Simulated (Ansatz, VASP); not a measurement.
## MgO in VASP and in Ansatz

File INCAR:

```
ALGO = Normal
EDIFF = 1E-6
ENCUT = 600
GGA_COMPAT = False
ISIF = 2
ISMEAR = 0
LASPH = True
LCHARG = False
LREAL = False
LWAVE = False
NBANDS = 11
NELM = 120
PREC = Accurate
SIGMA = 0.01
```

Contents of KPOINTS:

```
k-points
0
Gamma
  10 10 10
```

POSCAR

```
MgO
1.0
    0.0000000000      2.0795508132      2.0795508132
    2.0795508132      0.0000000000      2.0795508132
    2.0795508132      2.0795508132      0.0000000000
Mg O
1 1
Direct
    0.0000000000      0.0000000000      0.0000000000
    0.5000000000      0.5000000000      0.5000000000
```

Input for Ansatz:

```yaml
crystal:
  lattice:
    - [0.0, 2.0795508132, 2.0795508132]
    - [2.0795508132, 0.0, 2.0795508132]
    - [2.0795508132, 2.0795508132, 0.0]
  atoms:
    - { symbol: Mg, position: [0.0, 0.0, 0.0] }
    - { symbol: O, position: [0.5, 0.5, 0.5] }
basis:
  ecutwfc: 420
  xc_grid: 2
kpoints:
  mp_grid: { grid: [10, 10, 10] }
hamiltonian:
  xc: lda
scf:
  occupations: { method: fixed }
output:
  forces: true
  eigenvalues: true
  stress: true
```

Alike in both runs: task single point; functional LDA; k mesh 10 × 10 × 10; no spin polarisation.

|  | VASP | Ansatz |
| --- | --- | --- |
| version | VASP 6.6.1 | Ansatz 0.2.0 |
| potentials or method | VASP PAW LDA potentials, release 64 (Mg, O), cutoff 600 eV | scalar-relativistic, plane waves, PAW |
| occupations | gaussian, width 0.01 eV | fixed |
| valence electrons in the cell | 8 | 16 |

VASP gave:

```
gap on the k mesh at the Fermi level (eV) : 5.04
pressure (GPa)                            : -1.9
```

**Question.** Which values does Ansatz return?

**Answer.** gap on the k mesh at the Fermi level (eV): 5.04; pressure (GPa): 0.0.

LDA's correlation is that of Perdew and Zunger in VASP and of Perdew and Wang (1992) in Ansatz. VASP's potentials hold 8 valence electrons a cell and Ansatz's 16, so a difference there can come from the potentials and not from the codes.
